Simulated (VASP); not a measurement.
Wanted: the native input for a VASP 6.6.1 run.

| Quantity | Value |
| --- | --- |
| Task | single point |
| Functional | PBEsol |
| Potentials or basis | VASP PAW PBE potentials, release 64 (Mg, S) |
| Cutoff | 520 eV |
| k mesh | 6 × 6 × 6 |
| Occupations | gaussian, width 0.02 eV |
| Spin | no spin polarisation |
| Dipole correction | no |
| Further INCAR settings | ALGO = Normal; EDIFF = 1e-06; NBANDS = 16 |

The structure of MgS lies in POSCAR:

```
MgS
1.0
    2.5391541360      2.5391541360      0.0000000000
   -2.6039109229      2.6039109229      0.0000000000
    0.0000000000      0.0000000000      5.2016610968
Mg S
2 2
Direct
    0.0000000000      0.0000000000      0.0000000000
    0.5000000000      0.5000000000      0.5000000000
    0.5000000000      0.5000000000      0.0000000000
    0.0000000000      0.0000000000      0.5000000000
```

This cell differs from its parent crystal: uniaxial strain along a: -2.0 %, then relaxed in part.

The input as run:

INCAR

```
SYSTEM = MgS
PREC     = Accurate       ! precision mode
ENCUT    = 520            ! plane-wave cutoff, eV
EDIFF    = 1E-6           ! SCF threshold, eV
ISMEAR   = 0              ! smearing method
SIGMA    = 0.02           ! smearing width, eV
LREAL    = .FALSE.        ! projectors in reciprocal space
LASPH    = .TRUE.         ! aspherical terms in the spheres
NELM     = 80             ! most SCF steps
ALGO     = Normal         ! electronic algorithm
ISIF     = 2              ! what is computed and relaxed
LWAVE    = .FALSE.        ! write WAVECAR
LCHARG   = .FALSE.        ! write CHGCAR
GGA      = PS             ! functional
NBANDS   = 16             ! bands
```

KPOINTS

```
regular mesh
0
G
  6 6 6
  0 0 0
```

Potentials or basis: VASP PAW PBE potentials, release 64 (Mg, S).

Launch:

```sh
$ cat potpaw_PBE.64/Mg/POTCAR potpaw_PBE.64/S/POTCAR > POTCAR
$ mpirun -np 1 vasp_std > vasp.out
```

Results of the run:

```yaml
Pressure: 0.7 GPa
Band_gap_on_the_k_mesh: 2.63 eV
```

Caveat: the cell differs from its parent crystal (uniaxial strain along a: -2.0 %, then relaxed in part); the PAW data sets were made with another functional, which shifts forces and pressure a little.

Run time: 40 s on 1 thread of AMD EPYC 7R13 Processor (Zen 3), on a shared host, peak memory 0.19 GiB.
